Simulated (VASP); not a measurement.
Crystal: InSb.

```
CELL_PARAMETERS angstrom
0.00000 3.28064 3.28064
3.28064 0.00000 3.28064
3.28064 3.28064 0.00000
ATOMIC_POSITIONS crystal
In 0.00000 0.00000 0.00000
Sb 0.25000 0.25000 0.25000
```

| Item | Value |
| --- | --- |
| Program | VASP 6.6.1 |
| Task | relaxation of cell and atoms |
| Functional | PBE |
| Potentials or basis | VASP PAW PBE potentials, release 64 (In_d, Sb) |
| Cutoff | 600 eV |
| k mesh | 12 × 12 × 12 |
| Occupations | gaussian, width 0.1 eV |
| Spin | no spin polarisation |

At the start: pressure 1.3 GPa; volume 35.31 Å³/atom.

Q: Where does the relaxation end?

A: Over 3 steps the energy falls by 4.8 meV/atom and the volume is 36.50 Å³/atom (+3.4 %); space group F-43m (No. 216, to 0.1 Å) before and after.

Step by step:
```csv
step,energy change (eV),largest force (eV/Å),pressure (GPa),volume (Å³)
1,0.0000,0.0000,1.33,70.62
2,-0.0089,0.0000,-0.33,73.66
3,-0.0096,0.0000,0.01,72.99
```

Final structure:
```yaml
crystal:
  lattice:
    - [0.00000, 3.31705, 3.31705]
    - [3.31705, 0.00000, 3.31705]
    - [3.31705, 3.31705, 0.00000]
  atoms:
    - { symbol: In, position: [0.00000, 0.00000, 0.00000] }
    - { symbol: Sb, position: [0.25000, 0.25000, 0.25000] }
```
